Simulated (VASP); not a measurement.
# MnS in VASP: a series of runs

MnS is run at these levels: r2SCAN, PBE; tasks: single point.

Everything below comes from runs of VASP 6.6.1. Logs are shortened: lines on timing, memory, paths and dates and some standing lists are left out, and cuts for length are marked.

**1. The cell of the first run**

The structure is tetragonal, space group I-4m2 (No. 119). Conventional cell: a = 3.946 Å, b = 3.946 Å, c = 5.471 Å, α = 90.00°, β = 90.00°, γ = 90.00°. Within 3.2 Å of Mn (site symmetry -4m2) lie 4 S at 2.40 Å. S (site symmetry -4m2) has 4 Mn at 2.40 Å within 3.2 Å.

**2. Single point, r2SCAN, collinear spin, antiferromagnetic start**

The input, POSCAR:

```
MnS
1.0
    0.0000000000      2.7899753951     -2.7899753951
    0.0000000000      2.7899753951      2.7899753951
    5.4710633736      0.0000000000      0.0000000000
Mn S
2 2
Direct
    0.0000000000      0.0000000000      0.0000000000
    0.5000000000      0.5000000000      0.5000000000
    0.0000000000      0.5000000000      0.2499999987
    0.5000000000      1.0000000000      0.7500000013
```

The input, INCAR.step1:

```
PREC = Accurate
ENCUT = 550
ISMEAR = 0
SIGMA = 0.05
LREAL = F
LASPH = T
NELM = 200
ISPIN = 2
MAGMOM = 4.63 -4.63 0 0
LMAXMIX = 4
NBANDS = 31
GGA = PE
ALGO = Normal
EDIFF = 1E-5
LWAVE = T
LCHARG = F
GGA_COMPAT = F
```

The input, INCAR.step2:

```
PREC = Accurate
ENCUT = 550
EDIFF = 1E-6
ISMEAR = 0
SIGMA = 0.05
LREAL = F
LASPH = T
NELM = 200
ALGO = Normal
ISIF = 2
LWAVE = F
LCHARG = F
ISPIN = 2
MAGMOM = 4.63 -4.63 0 0
LORBIT = 11
LMAXMIX = 4
METAGGA = R2SCAN
LMIXTAU = T
NBANDS = 31
ISTART = 1
GGA_COMPAT = F
```

The input, KPOINTS:

```
regular mesh
0
Gamma
  6 6 4
```

Potentials or basis: VASP PAW PBE potentials, release 64 (Mn_pv, S).

Run with:

```bash
$ cat potpaw_PBE.64/Mn_pv/POTCAR potpaw_PBE.64/S/POTCAR > POTCAR
$ cp INCAR.step1 INCAR
$ mpirun -np 1 vasp_std > vasp.out
$ cp INCAR.step2 INCAR
$ mpirun -np 1 vasp_std > vasp.out
```

OUTCAR:

```text
PREC = Accurate
   ENCUT = 550
   EDIFF = 1E-6
   ISMEAR = 0
   LREAL = F
   LASPH = T
   NELM = 200
   ISIF = 2
   ISPIN = 2
   LORBIT = 11
   METAGGA = R2SCAN
   ISTART = 1

 ion  position               nearest neighbor table
   1  0.000  0.000  0.000-   3 2.40   4 2.40   3 2.40   4 2.40
   2  0.500  0.500  0.500-   3 2.40   4 2.40   4 2.40   3 2.40
   3  0.000  0.500  0.250-   1 2.40   1 2.40   2 2.40   2 2.40
   4  0.500  0.000  0.750-   1 2.40   1 2.40   2 2.40   2 2.40

  LATTYP: Found a simple tetragonal cell.
 ALAT       =     3.9456210424
 C/A-ratio  =     1.3866165338

  Lattice vectors:

 A1 = (   0.0000000000,   2.7899753951,  -2.7899753951)
 A2 = (   0.0000000000,   2.7899753951,   2.7899753951)
 A3 = (   5.4710633736,   0.0000000000,   0.0000000000)

Analysis of symmetry for initial positions (statically):
=====================================================================
 Subroutine PRICEL returns following result:

  LATTYP: Found a body centered tetragonal cell.
 ALAT       =     3.9456210424
 C/A-ratio  =     1.3866165338

  Lattice vectors:

 A1 = (  -2.7355316868,  -2.7899753951,   0.0000000000)
 A2 = (  -2.7355316868,   2.7899753951,   0.0000000000)
 A3 = (   2.7355316868,   0.0000000000,  -2.7899753951)

   2 primitive cells build up your supercell.

 Routine SETGRP: Setting up the symmetry group for a
 simple tetragonal supercell.

 Subroutine GETGRP returns: Found  8 space group operations
 (whereof  8 operations were pure point group operations)
 out of a pool of 16 trial point group operations.

The static configuration has the point symmetry D_2d.

Analysis of symmetry for dynamics (positions and initial velocities):
=====================================================================
 Subroutine PRICEL returns following result:

  LATTYP: Found a body centered tetragonal cell.
 ALAT       =     3.9456210424
 C/A-ratio  =     1.3866165338

  Lattice vectors:

 A1 = (  -2.7355316868,  -2.7899753951,   0.0000000000)
 A2 = (  -2.7355316868,   2.7899753951,   0.0000000000)
 A3 = (   2.7355316868,   0.0000000000,  -2.7899753951)

   2 primitive cells build up your supercell.

 Routine SETGRP: Setting up the symmetry group for a
 simple tetragonal supercell.

 Subroutine GETGRP returns: Found  8 space group operations
 (whereof  8 operations were pure point group operations)
 out of a pool of 16 trial point group operations.

The dynamic configuration has the point symmetry D_2d.

Analysis of structural, dynamic, and magnetic symmetry:
=====================================================================
 Subroutine PRICEL returns following result:

  LATTYP: Found a body centered tetragonal cell.
 ALAT       =     3.9456210424
 C/A-ratio  =     1.3866165338

  Lattice vectors:

 A1 = (  -2.7355316868,  -2.7899753951,   0.0000000000)
 A2 = (  -2.7355316868,   2.7899753951,   0.0000000000)
 A3 = (   2.7355316868,   0.0000000000,  -2.7899753951)

   2 primitive cells build up your supercell.

 Routine SETGRP: Setting up the symmetry group for a
 simple tetragonal supercell.

 Subroutine GETGRP returns: Found  8 space group operations
 (whereof  8 operations were pure point group operations)
 out of a pool of 16 trial point group operations.

The overall configuration has the point symmetry D_2d.

 Subroutine INISYM returns: Found  8 space group operations
 (whereof  8 operations are pure point group operations),
 and found     2 'primitive' translations

----------------------------------------------------------------------------------------

                                     Primitive cell

  volume of cell :      42.5866

  direct lattice vectors                    reciprocal lattice vectors
    -2.735531687 -2.789975395  0.000000000    -0.182779824 -0.179213050 -0.179213050
    -2.735531687  2.789975395  0.000000000    -0.182779824  0.179213050 -0.179213050
     2.735531687  0.000000000 -2.789975395     0.000000000  0.000000000 -0.358426100

  length of vectors
     3.907313184  3.907313184  3.907313184     0.312478957  0.312478957  0.358426100

  position of ions in fractional coordinates (direct lattice)
     0.000000000  0.000000000  0.000000000
     0.250000001  0.750000001  0.500000000

  ion indices of the primitive-cell ions
   primitive index   ion index
                 1           1
                 2           3

----------------------------------------------------------------------------------------

 KPOINTS: regular mesh

Automatic generation of k-mesh.
 Grid dimensions read from file:
 generate k-points for:    6    6    4

 Generating k-lattice:

  Cartesian coordinates                     Fractional coordinates (reciprocal lattice)
     0.000000000  0.029868842 -0.029868842     0.166666667  0.000000000  0.000000000
     0.000000000  0.029868842  0.029868842     0.000000000  0.166666667  0.000000000
     0.045694956  0.000000000  0.000000000     0.000000000  0.000000000  0.250000000

  Length of vectors
     0.042240921  0.042240921  0.045694956

  Shift w.r.t. Gamma in fractional coordinates (k-lattice)
     0.000000000  0.000000000  0.000000000

 Subroutine IBZKPT returns following result:
 ===========================================

 Found     30 irreducible k-points:

 Following reciprocal coordinates:
            Coordinates               Weight
  0.000000  0.000000  0.000000      1.000000
  0.166667  0.000000  0.000000      4.000000
  0.333333  0.000000  0.000000      4.000000
  0.500000  0.000000  0.000000      2.000000
  0.166667  0.166667  0.000000      4.000000
  0.333333  0.166667  0.000000      8.000000
[... 16 lines left out ...]
  0.333333  0.000000  0.500000      4.000000
  0.500000  0.000000  0.500000      2.000000
 [... further k-points ...]
   k-points           NKPTS =     30   k-points in BZ     NKDIM =     30   number of bands    NBANDS=     31
   number of dos      NEDOS =    301   number of ions     NIONS =      4
   total plane-waves  NPLWV =  37800
   dimension x,y,z NGX =    30 NGY =   30 NGZ =   42
   dimension x,y,z NGXF=    60 NGYF=   60 NGZF=   84
   ions per type =               2   2
   NGX,Y,Z   is equivalent  to a cutoff of  12.64, 12.64, 12.76 a.u.
   NGXF,Y,Z  is equivalent  to a cutoff of  25.28, 25.28, 25.52 a.u.
 SYSTEM =  unknown system
   PREC   = accura    normal or accurate (medium, high low for compatibility)
   ISTART =      1    job   : 0-new  1-cont  2-samecut
   ICHARG =      0    charge: 1-file 2-atom 10-const
   ISPIN  =      2    spin polarized calculation?
   LNONCOLLINEAR =      F non collinear calculations
   LSORBIT =      F    spin-orbit coupling
   LASPH  =      T    aspherical Exc in radial PAW
   ENCUT  =  550.0 eV  40.42 Ry    6.36 a.u.   7.54  7.54 10.46*2*pi/ulx,y,z
   NELM   =    200;   NELMIN=  2; NELMDL=  0     # of ELM steps
   EDIFF  = 0.1E-05   stopping-criterion for ELM
   LREAL  =      F    real-space projection
   EDIFFG = 0.1E-04   stopping-criterion for IOM
   NSW    =      0    number of steps for IOM
   IBRION =     -1    ionic relax: 0-MD 1-quasi-New 2-CG
   NFREE  =      0    steps in history (QN), initial steepest desc. (CG)
   ISIF   =      2    stress and relaxation
   ISYM   =      2    0-nonsym 1-usesym 2-fastsym
   POTIM  = 0.5000    time-step for ionic-motion
   TEBEG  =    0.0;   TEEND  =   0.0 temperature during run
   PSTRESS=    0.0 pullay stress
   NELECT =      38.0000    total number of electrons
   NUPDOWN=      -1.0000    fix difference up-down
   EMIN   =  10.00;   EMAX   =-10.00  energy-range for DOS
   EFERMI =   0.00;   METHOD = LEGACY
   ISMEAR =     0;   SIGMA  =   0.05  broadening in eV -4-tet -1-fermi 0-gaus
   EFERMI_NEDOS =   21; number of points for ismear=-14 and -15
   IALGO  =     38    algorithm
   IMIX   =      4    mixing-type and parameters
     AMIX     =   0.40;   BMIX     =  1.00
     AMIX_MAG =   1.60;   BMIX_MAG =  1.00
  volume/ion in A,a.u.               =      21.29       143.69
  Fermi-wavevector in a.u.,A,eV,Ry     =   1.250936  2.363927 21.290963  1.564842
  Thomas-Fermi vector in A             =   2.384907
   LORBIT       =     11    0 simple, 1 ext, 2 COOP (PROOUT), +10 PAW based schemes
   METAGGA = R2SCAN    functional components
   LHFCALC =     F    Hartree Fock is set to
   AEXX    =    0.0000 exact exchange contribution
   IVDW    =     0    specifies the selected vdW correction
   LEPSILON=     F    determine dielectric tensor
   LRPA    =     F    only Hartree local field effects (RPA)
 spin polarized calculation
 Gauss-broadening in eV      SIGMA  =   0.05
  energy-cutoff  :      550.00
  volume of cell :       85.17
 maximum number of plane-waves:      2524
   NGX = 15   NGY = 15   NGZ = 21

 number of electron      37.9999961 magnetization      -0.0000000

 number of electron      37.9999961 magnetization       0.0000000

 Free energy of the ion-electron system (eV)
  ---------------------------------------------------
  ext. energy  EPLUGINS =         0.00000000
  ---------------------------------------------------
  free energy    TOTEN  =       -50.14209167 eV

  energy without entropy =      -50.14209167  energy(sigma->0) =      -50.14209167

 E-fermi :   3.8862     XC(G=0): -10.0371

 val. band max:        3.5844505285   @ k =   0.0000   0.0000   0.5000
 cond. band min:       5.7238163469   @ k =   0.5000   0.5000   0.0000
 fundamental gap:      2.1393658185
 Fermi energy:         3.8862060740

 spin component 1

 k-point     1 :       0.0000    0.0000    0.0000
  band No.  band energies     occupation
      1     -48.3545      1.00000
      2     -48.3235      1.00000
      3     -48.3235      1.00000
      4     -42.3650      1.00000
      5     -42.3650      1.00000
      6     -42.3565      1.00000
[... 23 lines left out ...]
     30      11.5414      0.00000
     31      15.2271      0.00000

 k-point     2 :       0.1667    0.0000    0.0000
  band No.  band energies     occupation
      1     -48.3544      1.00000
      2     -48.3240      1.00000
      3     -48.3235      1.00000
      4     -42.3658      1.00000
      5     -42.3650      1.00000
      6     -42.3564      1.00000
[... 740 lines left out ...]
 k-point    24 :       0.5000    0.0000    0.5000
  band No.  band energies     occupation
      1     -48.3543      1.00000
      2     -48.3254      1.00000
      3     -48.3234      1.00000
      4     -42.3683      1.00000
      5     -42.3648      1.00000
      6     -42.3562      1.00000
[... 23 lines left out ...]
     30      12.2431      0.00000
     31      12.7743      0.00000

 [... further k-points ...]

 spin component 2

 k-point     1 :       0.0000    0.0000    0.0000
  band No.  band energies     occupation
      1     -48.3545      1.00000
      2     -48.3235      1.00000
      3     -48.3235      1.00000
      4     -42.3650      1.00000
      5     -42.3650      1.00000
      6     -42.3565      1.00000
[... 23 lines left out ...]
     30      11.5414      0.00000
     31      15.2271      0.00000

 k-point     2 :       0.1667    0.0000    0.0000
  band No.  band energies     occupation
      1     -48.3544      1.00000
      2     -48.3240      1.00000
      3     -48.3235      1.00000
      4     -42.3658      1.00000
      5     -42.3650      1.00000
      6     -42.3564      1.00000
[... 740 lines left out ...]
 k-point    24 :       0.5000    0.0000    0.5000
  band No.  band energies     occupation
      1     -48.3543      1.00000
      2     -48.3254      1.00000
      3     -48.3234      1.00000
      4     -42.3683      1.00000
      5     -42.3648      1.00000
      6     -42.3562      1.00000
[... 23 lines left out ...]
     30      12.2431      0.00000
     31      12.7743      0.00000

 [... further k-points ...]
[... 5 lines left out ...]
  --------------------------------------------------------------------------------------
  -------------------------------------------------------------------------------------
  Total       -0.0151695      0.0057884      0.0057884      0.0000000      0.0000000      0.0000000
  in kB       -0.2853516      0.1088849      0.1088849      0.0000000      0.0000000      0.0000000
  external PRESSURE =      -0.0225273 kB  Pullay stress =       0.0000000 kB

 VOLUME and BASIS-vectors are now :
 -----------------------------------------------------------------------------
  energy-cutoff  :      550.00
  volume of cell :       85.17
      direct lattice vectors                 reciprocal lattice vectors
     0.000000000  2.789975395 -2.789975395     0.000000000  0.179213050 -0.179213050
     0.000000000  2.789975395  2.789975395     0.000000000  0.179213050  0.179213050
     5.471063374  0.000000000  0.000000000     0.182779824  0.000000000  0.000000000

 POSITION                                       TOTAL-FORCE (eV/Angst)
 -----------------------------------------------------------------------------------
      0.00000      0.00000      0.00000         0.000000     -0.000000      0.000000
      2.73553      2.78998      0.00000        -0.000000      0.000000     -0.000000
      1.36777      1.39499      1.39499         0.000000      0.000000     -0.000000
      4.10330      1.39499     -1.39499         0.000000      0.000000     -0.000000
 -----------------------------------------------------------------------------------
    total drift:                                0.000000      0.000000      0.000000

  FREE ENERGIE OF THE ION-ELECTRON SYSTEM (eV)
  ---------------------------------------------------
  free  energy   TOTEN  =       -50.1420916736 eV

  energy  without entropy=      -50.1420916736  energy(sigma->0) =      -50.14209167

 total charge

# of ion       s       p       d       tot
------------------------------------------
    1        0.275   6.215   4.915  11.405
    2        0.275   6.215   4.915  11.405
    3        1.301   2.492   0.000   3.793
    4        1.301   2.492   0.000   3.793
--------------------------------------------------
tot          3.152  17.413   9.831  30.396

 magnetization (x)

# of ion       s       p       d       tot
------------------------------------------
    1        0.028   0.047   4.208   4.283
    2       -0.028  -0.047  -4.208  -4.283
    3        0.000   0.000   0.000   0.000
    4        0.000   0.000   0.000   0.000
--------------------------------------------------
tot          0.000   0.000   0.000   0.000
```

It took 7.5 min on 1 thread of Oxide Virtual Turin-like, shared host; peak memory 0.27 GiB.

What came out:

```yaml
Free_energy: -50.1421 eV
Pressure: 0.0 GPa
Band_gap_on_the_k_mesh: 2.14 eV
Net_moment: 0.00 μB per cell
Site_moments: Mn +4.28, -4.28; S +0.00 μB
Valence_electrons_inside_the_program's_atomic_spheres: Mn 11.40; S 3.79
```

Caveat: the antiferromagnetic order is the one typed at the start, and another may lie lower; the PAW data sets were made with another functional, which shifts forces and pressure a little. A k mesh can miss the band edges.

(Part 1 of 2 ends here.)

The gap in the log of VASP goes by the Fermi energy; the results here count the filled bands.